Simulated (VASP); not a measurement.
Runs of VASP 6.6.1 on CdTe. The structure is that of space group Fm-3m (No. 225), or close to it. The cells are those of the table. 

```tsv
cell	gap on the mesh (eV)	pressure (GPa)
a = 4.337 Å, angles 60.0°, 2 atoms	none	-1.1
a = 4.249 Å, angles 60.0°, 2 atoms	none	2.3
a = 4.380 Å, angles 60.0°, 2 atoms	none	-2.4
a = 4.293 Å, angles 60.0°, 2 atoms	none	(a)
a = 4.422 Å, angles 60.0°, 2 atoms	none	(b)
```

Alike in all rows: task electric field gradients; level r2SCAN; potentials or basis VASP PAW PBE potentials, release 64 (Cd, Te); no spin polarisation; k mesh 10 × 10 × 10; cutoff (eV) 520; smearing fermi-dirac 0.03 eV.

Task: Fill in the values left out.

Result: (a) 0.5; (b) -3.5.

Caveats: the PAW data sets were made with another functional, which shifts forces and pressure a little; spin-orbit coupling is left out, which moves the levels of the heavy elements; the cell stands under tension (at least some runs).

A k mesh can miss the band edges, and the runs leave out spin-orbit coupling on Cd, Te.

A gap of «none» marks levels without a gap at the run's occupations.
